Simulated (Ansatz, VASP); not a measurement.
## SnSe: VASP beside Ansatz

Contents of INCAR:

```
ALGO = Normal ; EDIFF = 1E-6
EDIFFG = -0.04 ; ENCUT = 600
GGA = PE ; IBRION = 2
ISIF = 3 ; ISMEAR = 0
IVDW = 12 ; LASPH = T
LCHARG = F ; LREAL = F
LWAVE = F ; NELM = 100
NSW = 90 ; PREC = Accurate
SIGMA = 0.1
```

File KPOINTS:

```
k-points
0
Gamma
  6 6 2
```

POSCAR

```
SnSe
1.0
    3.9541977200      0.0000000000      0.0000000000
   -1.9770988600      3.4244356700      0.0000000000
    0.0000000000      0.0000000000      8.4413209700
Sn Se
2 2
Direct
    0.0000000000      0.0000000000      0.1639161200
    0.0000000000      0.0000000000      0.8360838800
    0.3333333300      0.6666666700      0.3134178300
    0.3333333300      0.6666666700      0.6865821700
```

Input for Ansatz:

```yaml
crystal:
  lattice:
    - [3.95419772, 0.0, 0.0]
    - [-1.97709886, 3.42443567, 0.0]
    - [0.0, 0.0, 8.44132097]
  atoms:
    - { symbol: Sn, position: [0.0, 0.0, 0.16391612] }
    - { symbol: Sn, position: [0.0, 0.0, 0.83608388] }
    - { symbol: Se, position: [0.33333333, 0.66666667, 0.31341783] }
    - { symbol: Se, position: [0.33333333, 0.66666667, 0.68658217] }
basis:
  ecutwfc: 420
kpoints:
  mp_grid: { grid: [6, 6, 2] }
hamiltonian:
  xc: pbe
  dispersion: d3bj
scf:
  occupations: { method: gaussian, width: 0.1 }
  lower_state_search: "off"
output:
  forces: true
  stress: true
  eigenvalues: true
relax:
  adjacent_minimum: "off"
  f_tol: 0.04
  max_steps: 70
  cell: { stress_tol: 0.4 }
```

Alike in both runs: task relaxation of cell and atoms; functional PBE; dispersion D3(BJ); k mesh 6 × 6 × 2; occupations gaussian, width 0.1 eV; no spin polarisation.

|  | VASP | Ansatz |
| --- | --- | --- |
| version | VASP 6.6.1 | Ansatz 0.2.0 |
| potentials or method | VASP PAW PBE potentials, release 64 (Sn_d, Se), cutoff 600 eV | scalar-relativistic, plane waves, PAW |
| valence electrons in the cell | 40 | 60 |

```tsv
	VASP	Ansatz	Ansatz less VASP
gap on the k mesh at the Fermi level, each at its own relaxed structure (eV)	0.88	0.89	+0.007
relaxed volume (Å³/atom)	36.85	36.80	-0.059
relaxed cell length with the largest relative difference (Å)	11.021	11.009	-0.0113
```

VASP's potentials hold 40 valence electrons a cell and Ansatz's 60, so a difference there can come from the potentials and not from the codes.

Noted on VASP's run: the volume moved by over 15 % at a fixed basis, so the end points are rough.
